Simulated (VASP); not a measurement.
# Cu (Cmcm) in VASP: a series of runs, part 2 of 2

VASP 6.6.1.

## (3) Single point, PBE (normal strain along x +0.0000, normal strain along y -0.0550)

INCAR reads:

```
PREC = Accurate ; ENCUT = 520
EDIFF = 1E-6 ; ISMEAR = 0
SIGMA = 0.15 ; LREAL = F
LASPH = T ; NELM = 60
ALGO = Fast ; ISIF = 2
LWAVE = F ; LCHARG = F
GGA = PE ; NBANDS = 18
```

KPOINTS reads:

```
Automatic mesh
0
Gamma
  18 18 18
```

POSCAR reads:

```
Cu
1.0
    1.2386412945     -3.8091872976      0.0000000000
    1.2386412945      3.8091872976      0.0000000000
    0.0000000000      0.0000000000      2.5142119659
Cu
2
Direct
    0.1340351705      0.8659648295      0.2500000000
    0.8659648295      0.1340351705      0.7500000000
```

Potentials or basis: VASP PAW PBE potentials, release 64 (Cu).

Command:

```sh
cat potpaw_PBE.64/Cu/POTCAR > POTCAR
mpirun -np 1 vasp_std > vasp.out
```

OUTCAR:

```text
PREC = Accurate
   ENCUT = 520
   EDIFF = 1E-6
   ISMEAR = 0
   LREAL = F
   LASPH = T
   NELM = 60
   ISIF = 2
   GGA = PE

 ion  position               nearest neighbor table
   1  0.134  0.866  0.250-   2 2.40   2 2.40   2 2.50   2 2.50   2 2.50   2 2.50
   2  0.866  0.134  0.750-   1 2.40   1 2.40   1 2.50   1 2.50   1 2.50   1 2.50

  LATTYP: Found a base centered orthorhombic cell.
 ALAT       =     2.4772825890
 B/A-ratio  =     3.0752949337
 C/A-ratio  =     1.0149072121

  Lattice vectors:

 A1 = (   1.2386412945,  -3.8091872976,   0.0000000000)
 A2 = (   1.2386412945,   3.8091872976,   0.0000000000)
 A3 = (   0.0000000000,   0.0000000000,   2.5142119659)

Analysis of symmetry for initial positions (statically):
=====================================================================
 Subroutine PRICEL returns:
 Original cell was already a primitive cell.

 Routine SETGRP: Setting up the symmetry group for a
 base centered orthorhombic supercell.

 Subroutine GETGRP returns: Found  8 space group operations
 (whereof  4 operations were pure point group operations)
 out of a pool of  8 trial point group operations.

The static configuration has the point symmetry C_2h.
 The point group associated with its full space group is D_2h.

Analysis of symmetry for dynamics (positions and initial velocities):
=====================================================================
 Subroutine PRICEL returns:
 Original cell was already a primitive cell.

 Routine SETGRP: Setting up the symmetry group for a
 base centered orthorhombic supercell.

 Subroutine GETGRP returns: Found  8 space group operations
 (whereof  4 operations were pure point group operations)
 out of a pool of  8 trial point group operations.

The dynamic configuration has the point symmetry C_2h.
 The point group associated with its full space group is D_2h.

 Subroutine INISYM returns: Found  8 space group operations
[... 109 lines left out ...]
   NUPDOWN=      -1.0000    fix difference up-down
   EMIN   =  10.00;   EMAX   =-10.00  energy-range for DOS
   EFERMI =   0.00;   METHOD = LEGACY
   ISMEAR =     0;   SIGMA  =   0.15  broadening in eV -4-tet -1-fermi 0-gaus
   EFERMI_NEDOS =   21; number of points for ismear=-14 and -15
   IALGO  =     68    algorithm
   IMIX   =      4    mixing-type and parameters
     AMIX     =   0.40;   BMIX     =  1.00
     AMIX_MAG =   1.60;   BMIX_MAG =  1.00
  volume/ion in A,a.u.               =      11.86        80.05
  Fermi-wavevector in a.u.,A,eV,Ry     =   1.596415  3.016787 34.675004  2.548541
  Thomas-Fermi vector in A             =   2.694181
   LORBIT       =      0    0 simple, 1 ext, 2 COOP (PROOUT), +10 PAW based schemes
   GGA     = PE    functional components
   LHFCALC =     F    Hartree Fock is set to
   AEXX    =    0.0000 exact exchange contribution
   IVDW    =     0    specifies the selected vdW correction
   LEPSILON=     F    determine dielectric tensor
   LRPA    =     F    only Hartree local field effects (RPA)
 non-spin polarized calculation
 RMM-DIIS sequential band-by-band and
 Gauss-broadening in eV      SIGMA  =   0.15
  energy-cutoff  :      520.00
  volume of cell :       23.73
 maximum number of plane-waves:       658
 NGX is ok and might be reduce to    30
   NGX = 15   NGY = 15   NGZ =  9

 number of electron      21.9999996 magnetization

 Free energy of the ion-electron system (eV)
  ---------------------------------------------------
  ext. energy  EPLUGINS =         0.00000000
  ---------------------------------------------------
  free energy    TOTEN  =        -7.11476799 eV

  energy without entropy =       -7.10812165  energy(sigma->0) =       -7.11144482

 E-fermi :   7.5237     XC(G=0): -12.6592

 val. band max:        7.5231201471   @ k =  -0.1667   0.0556   0.5000
 cond. band min:       7.5247733834   @ k =  -0.4444   0.1111   0.3889
 fundamental gap:      0.0016532364
 Fermi energy:         7.5237078399

 k-point     1 :       0.0000    0.0000    0.0000
  band No.  band energies     occupation
      1      -1.7882      2.00000
      2       2.5472      2.00000
      3       3.3589      2.00000
      4       3.8801      2.00000
      5       4.2887      2.00000
      6       4.9456      2.00000
[... 481 lines left out ...]
      5       4.4131      2.00000
      6       4.4755      2.00000
[... 10 lines left out ...]
     17      27.3830      0.00000
     18      30.8483      0.00000

 [... further k-points ...]
[... 5 lines left out ...]
  --------------------------------------------------------------------------------------
  -------------------------------------------------------------------------------------
  Total        0.6988002      2.2849485      1.3590208      0.0000000     -0.0000000      0.0000000
  in kB       47.1904216    154.3040170     91.7755346      0.0000000     -0.0000000      0.0000000
  external PRESSURE =      97.7566577 kB  Pullay stress =       0.0000000 kB

 VOLUME and BASIS-vectors are now :
 -----------------------------------------------------------------------------
  energy-cutoff  :      520.00
  volume of cell :       23.73
      direct lattice vectors                 reciprocal lattice vectors
     1.238641295 -3.809187298  0.000000000     0.403668118 -0.131261595  0.000000000
     1.238641295  3.809187298  0.000000000     0.403668118  0.131261595  0.000000000
     0.000000000  0.000000000  2.514211966     0.000000000  0.000000000  0.397738939

 POSITION                                       TOTAL-FORCE (eV/Angst)
 -----------------------------------------------------------------------------------
      1.23864      2.78806      0.62855         0.000000     -0.101687      0.000000
      1.23864     -2.78806      1.88566         0.000000      0.101687     -0.000000
 -----------------------------------------------------------------------------------
    total drift:                                0.000000      0.000000      0.000000

  FREE ENERGIE OF THE ION-ELECTRON SYSTEM (eV)
  ---------------------------------------------------
  free  energy   TOTEN  =        -7.1147679892 eV

  energy  without entropy=       -7.1081216538  energy(sigma->0) =       -7.11144482
```

OSZICAR:

```text
N       E                     dE             d eps       ncg     rms          rms(c)
DAV:   1     0.122527807204E+03    0.12253E+03   -0.10495E+04 35312   0.218E+03
DAV:   2    -0.255224846937E+01   -0.12508E+03   -0.11863E+03 32836   0.288E+02
DAV:   3    -0.877881641286E+01   -0.62266E+01   -0.60041E+01 36900   0.867E+01
DAV:   4    -0.884546084463E+01   -0.66644E-01   -0.66598E-01 38662   0.964E+00
DAV:   5    -0.884636136592E+01   -0.90052E-03   -0.90049E-03 40172   0.968E-01    0.107E+01
RMM:   6    -0.776024012964E+01    0.10861E+01   -0.98396E+00 38135   0.555E+01    0.589E+00
RMM:   7    -0.713684992251E+01    0.62339E+00   -0.17154E+00 37873   0.242E+01    0.140E+00
RMM:   8    -0.711595422307E+01    0.20896E-01   -0.51996E-02 39782   0.216E+00    0.263E-01
RMM:   9    -0.711457947289E+01    0.13748E-02   -0.11153E-02 40388   0.189E+00    0.635E-02
RMM:  10    -0.711475741871E+01   -0.17795E-03   -0.24935E-03 42638   0.533E-01    0.517E-02
RMM:  11    -0.711475763702E+01   -0.21831E-06   -0.34878E-04 43683   0.210E-01    0.145E-02
RMM:  12    -0.711476747241E+01   -0.98354E-05   -0.10489E-04 43514   0.127E-01    0.453E-03
RMM:  13    -0.711476788275E+01   -0.41034E-06   -0.22830E-05 40628   0.608E-02    0.776E-03
RMM:  14    -0.711476770234E+01    0.18041E-06   -0.10490E-05 35931   0.364E-02    0.917E-04
RMM:  15    -0.711476798923E+01   -0.28689E-06   -0.16930E-06 24020   0.119E-02
   1 F= -.71147680E+01 E0= -.71114448E+01  d E =-.664634E-02
```

It took 13 min on 1 thread of AMD EPYC 7R43 (Zen 3), shared host; peak memory 0.37 GiB.

Results:

| Quantity | Value |
| --- | --- |
| Free energy | -7.1148 eV |
| Pressure | 9.8 GPa |
| Largest force | 0.102 eV/Å |
| Band gap on the k mesh | zero (band 11 reaches 11.29 eV, above the bottom of band 12 at 5.85 eV) |

Forces in eV/Å, atoms in the order of the input:
```
Cu   0.000 -0.102  0.000
Cu   0.000  0.102  0.000
```

Levels at points of the mesh, in eV from the Fermi level:
```csv
k point,band 7,band 8,band 9,band 10,band 11,band 12,band 13,band 14,band 15,band 16
"(0.00, 0.00, 0.00)",-2.43,-2.12,-1.94,-1.76,-1.38,0.63,5.81,13.92,17.83,18.69
"(0.50, 0.00, 0.00)",-2.80,-2.49,-2.14,-1.62,-0.58,1.15,2.67,7.19,14.01,16.69
"(0.50, 0.50, 0.00)",-2.44,-2.41,-2.35,-2.07,-1.63,-1.52,14.66,15.44,16.98,17.13
"(0.00, 0.00, 0.50)",-2.89,-2.89,-1.68,-1.68,-0.16,-0.16,8.75,8.75,10.16,10.16
"(0.50, 0.00, 0.50)",-1.81,-1.81,-1.38,-1.38,3.39,3.39,7.31,7.31,9.58,9.58
"(0.50, 0.50, 0.50)",-2.06,-2.06,-1.59,-1.59,-1.00,-1.00,3.73,3.73,19.57,19.57
```

Caveat: the cell differs from its parent crystal (normal strain along x +0.0000, normal strain along y -0.0550).

## (4) Single point, PBE (normal strain along x +0.1100, normal strain along y -0.1100)

INCAR reads:

```
SYSTEM = Cu
PREC = Accurate
ENCUT = 520
EDIFF = 1E-6
ISMEAR = 0
SIGMA = 0.15
LREAL = .False.
LASPH = .True.
NELM = 80
ALGO = Fast
ISIF = 2
LWAVE = .False.
LCHARG = .False.
GGA = PE
NBANDS = 18
```

KPOINTS reads:

```
Automatic mesh
0
Gamma
  18 18 18
  0 0 0
```

POSCAR reads:

```
Cu
1.0
    1.3748918369     -3.5874885660      0.0000000000
    1.3748918369      3.5874885660      0.0000000000
    0.0000000000      0.0000000000      2.5142119659
Cu
2
Direct
    0.1340351705      0.8659648295      0.2500000000
    0.8659648295      0.1340351705      0.7500000000
```

Potentials or basis: VASP PAW PBE potentials, release 64 (Cu).

Command:

```sh
cat potpaw_PBE.64/Cu/POTCAR > POTCAR
mpirun -np 1 vasp_std > vasp.out
```

OUTCAR:

```text
SYSTEM = Cu
   PREC = Accurate
   ENCUT = 520
   EDIFF = 1E-6
   ISMEAR = 0
   LREAL = .False.
   LASPH = .True.
   NELM = 80
   ISIF = 2
   GGA = PE

 ion  position               nearest neighbor table
   1  0.134  0.866  0.250-   2 2.30   2 2.30   2 2.50   2 2.50   2 2.50   2 2.50
   2  0.866  0.134  0.750-   1 2.30   1 2.30   1 2.50   1 2.50   1 2.50   1 2.50

  LATTYP: Found a base centered orthorhombic cell.
 ALAT       =     2.7497836738
 B/A-ratio  =     2.6092878507
 C/A-ratio  =     0.9143308217

  Lattice vectors:

 A1 = (   1.3748918369,  -3.5874885660,   0.0000000000)
 A2 = (   1.3748918369,   3.5874885660,   0.0000000000)
 A3 = (   0.0000000000,   0.0000000000,   2.5142119659)

Analysis of symmetry for initial positions (statically):
=====================================================================
 Subroutine PRICEL returns:
 Original cell was already a primitive cell.

 Routine SETGRP: Setting up the symmetry group for a
 base centered orthorhombic supercell.

 Subroutine GETGRP returns: Found  8 space group operations
 (whereof  4 operations were pure point group operations)
 out of a pool of  8 trial point group operations.

The static configuration has the point symmetry C_2h.
 The point group associated with its full space group is D_2h.

Analysis of symmetry for dynamics (positions and initial velocities):
=====================================================================
 Subroutine PRICEL returns:
 Original cell was already a primitive cell.

 Routine SETGRP: Setting up the symmetry group for a
 base centered orthorhombic supercell.

 Subroutine GETGRP returns: Found  8 space group operations
 (whereof  4 operations were pure point group operations)
 out of a pool of  8 trial point group operations.

The dynamic configuration has the point symmetry C_2h.
 The point group associated with its full space group is D_2h.

[... 108 lines left out ...]
   PSTRESS=    0.0 pullay stress
   NELECT =      22.0000    total number of electrons
   NUPDOWN=      -1.0000    fix difference up-down
   EMIN   =  10.00;   EMAX   =-10.00  energy-range for DOS
   EFERMI =   0.00;   METHOD = LEGACY
   ISMEAR =     0;   SIGMA  =   0.15  broadening in eV -4-tet -1-fermi 0-gaus
   EFERMI_NEDOS =   21; number of points for ismear=-14 and -15
   IALGO  =     68    algorithm
   IMIX   =      4    mixing-type and parameters
     AMIX     =   0.40;   BMIX     =  1.00
     AMIX_MAG =   1.60;   BMIX_MAG =  1.00
  volume/ion in A,a.u.               =      12.40        83.69
  Fermi-wavevector in a.u.,A,eV,Ry     =   1.572964  2.972471 33.663743  2.474215
  Thomas-Fermi vector in A             =   2.674319
   LORBIT       =      0    0 simple, 1 ext, 2 COOP (PROOUT), +10 PAW based schemes
   GGA     = PE    functional components
   LHFCALC =     F    Hartree Fock is set to
   AEXX    =    0.0000 exact exchange contribution
   IVDW    =     0    specifies the selected vdW correction
   LEPSILON=     F    determine dielectric tensor
   LRPA    =     F    only Hartree local field effects (RPA)
 non-spin polarized calculation
 RMM-DIIS sequential band-by-band and
 Gauss-broadening in eV      SIGMA  =   0.15
  energy-cutoff  :      520.00
  volume of cell :       24.80
 maximum number of plane-waves:       696
 NGX is ok and might be reduce to    30
   NGX = 15   NGY = 15   NGZ =  9

 number of electron      21.9999986 magnetization

 Free energy of the ion-electron system (eV)
  ---------------------------------------------------
  ext. energy  EPLUGINS =         0.00000000
  ---------------------------------------------------
  free energy    TOTEN  =        -6.87795466 eV

  energy without entropy =       -6.87108901  energy(sigma->0) =       -6.87452184

 E-fermi :   7.0678     XC(G=0): -12.3708

 val. band max:        7.0677710051   @ k =  -0.1667   0.0556   0.5000
 cond. band min:       7.0756748429   @ k =  -0.2222   0.1111   0.5000
 fundamental gap:      0.0079038378
 Fermi energy:         7.0677893240

 k-point     1 :       0.0000    0.0000    0.0000
  band No.  band energies     occupation
      1      -2.0000      2.00000
      2       2.1312      2.00000
      3       3.2683      2.00000
      4       3.6777      2.00000
      5       3.7185      2.00000
      6       4.3438      2.00000
[... 481 lines left out ...]
      5       3.8147      2.00000
      6       4.0938      2.00000
[... 10 lines left out ...]
     17      26.6644      0.00000
     18      28.9805      0.00000

 [... further k-points ...]
[... 5 lines left out ...]
  --------------------------------------------------------------------------------------
  -------------------------------------------------------------------------------------
  Total       -1.3927384      3.5731842      2.0630264      0.0000000      0.0000000      0.0000000
  in kB      -89.9682340    230.8208565    133.2675551      0.0000000      0.0000000      0.0000000
  external PRESSURE =      91.3733925 kB  Pullay stress =       0.0000000 kB

 VOLUME and BASIS-vectors are now :
 -----------------------------------------------------------------------------
  energy-cutoff  :      520.00
  volume of cell :       24.80
      direct lattice vectors                 reciprocal lattice vectors
     1.374891837 -3.587488566  0.000000000     0.363664971 -0.139373267  0.000000000
     1.374891837  3.587488566  0.000000000     0.363664971  0.139373267  0.000000000
     0.000000000  0.000000000  2.514211966     0.000000000  0.000000000  0.397738939

 POSITION                                       TOTAL-FORCE (eV/Angst)
 -----------------------------------------------------------------------------------
      1.37489      2.62579      0.62855         0.000000     -1.041007     -0.000000
      1.37489     -2.62579      1.88566         0.000000      1.041007      0.000000
 -----------------------------------------------------------------------------------
    total drift:                                0.000000      0.000000      0.000000

  FREE ENERGIE OF THE ION-ELECTRON SYSTEM (eV)
  ---------------------------------------------------
  free  energy   TOTEN  =        -6.8779546622 eV

  energy  without entropy=       -6.8710890108  energy(sigma->0) =       -6.87452184
```

OSZICAR:

```text
N       E                     dE             d eps       ncg     rms          rms(c)
DAV:   1     0.123549117494E+03    0.12355E+03   -0.10455E+04 35036   0.214E+03
DAV:   2    -0.230597370792E+01   -0.12586E+03   -0.11952E+03 32864   0.286E+02
DAV:   3    -0.846651847830E+01   -0.61605E+01   -0.59361E+01 36582   0.866E+01
DAV:   4    -0.853489359295E+01   -0.68375E-01   -0.68329E-01 38580   0.980E+00
DAV:   5    -0.853585681038E+01   -0.96322E-03   -0.96318E-03 40198   0.999E-01    0.106E+01
RMM:   6    -0.755655628183E+01    0.97930E+00   -0.98864E+00 38107   0.557E+01    0.603E+00
RMM:   7    -0.689740009297E+01    0.65916E+00   -0.17968E+00 37887   0.249E+01    0.138E+00
RMM:   8    -0.687897179168E+01    0.18428E-01   -0.43633E-02 39997   0.208E+00    0.267E-01
RMM:   9    -0.687768630925E+01    0.12855E-02   -0.97350E-03 40654   0.178E+00    0.442E-02
RMM:  10    -0.687792674319E+01   -0.24043E-03   -0.21166E-03 41881   0.546E-01    0.491E-02
RMM:  11    -0.687793982210E+01   -0.13079E-04   -0.38973E-04 44823   0.211E-01    0.674E-03
RMM:  12    -0.687795322559E+01   -0.13403E-04   -0.11341E-04 45342   0.108E-01    0.548E-03
RMM:  13    -0.687795456823E+01   -0.13426E-05   -0.17952E-05 38936   0.523E-02    0.783E-03
RMM:  14    -0.687795466218E+01   -0.93949E-07   -0.77268E-06 31426   0.377E-02
   1 F= -.68779547E+01 E0= -.68745218E+01  d E =-.686565E-02
```

It took 11 min on 1 thread of AMD EPYC 7R43 (Zen 3), shared host; peak memory 0.39 GiB.

Results:

```
Free energy            : -6.8780 eV
Pressure               : 9.1 GPa
Largest force          : 1.041 eV/Å
Band gap on the k mesh : zero (band 11 reaches 10.09 eV, above the bottom of band 12 at 5.43 eV)
```

Forces on the atoms (eV/Å):
```
Cu   0.000 -1.041  0.000
Cu   0.000  1.041  0.000
```

Stress tensor (GPa, compression positive):
```
-9.00  0.00  0.00
 0.00 23.08  0.00
 0.00  0.00 13.33
```

Caveat: the cell differs from its parent crystal (normal strain along x +0.1100, normal strain along y -0.1100); forces of over 1 eV/Å act on the atoms, so gaps and moduli don't describe the material at rest.

## (5) The runs side by side

| cell | gap on the mesh (eV) | pressure (GPa) | largest force (eV/Å) |
| --- | --- | --- | --- |
| a = 4.197, b = 4.197, c = 2.514 Å, angles 90.0, 90.0, 147.6°, 2 atoms | none | 9.4 | 0.21 |
| a = 4.006, b = 4.006, c = 2.514 Å, angles 90.0, 90.0, 144.0°, 2 atoms | none | 9.8 | 0.10 |
| a = 3.842, b = 3.842, c = 2.514 Å, angles 90.0, 90.0, 138.1°, 2 atoms | none | 9.1 | 1.04 |

Alike in all rows: task single point; level PBE; potentials or basis VASP PAW PBE potentials, release 64 (Cu); no spin polarisation; k mesh 18 × 18 × 18; cutoff (eV) 520; smearing gaussian 0.15 eV.

Caveats: forces of over 1 eV/Å act on the atoms, so gaps and moduli don't describe the material at rest (some runs).

Total energies depend on the potentials used, so only differences within one code and one set of settings carry meaning.
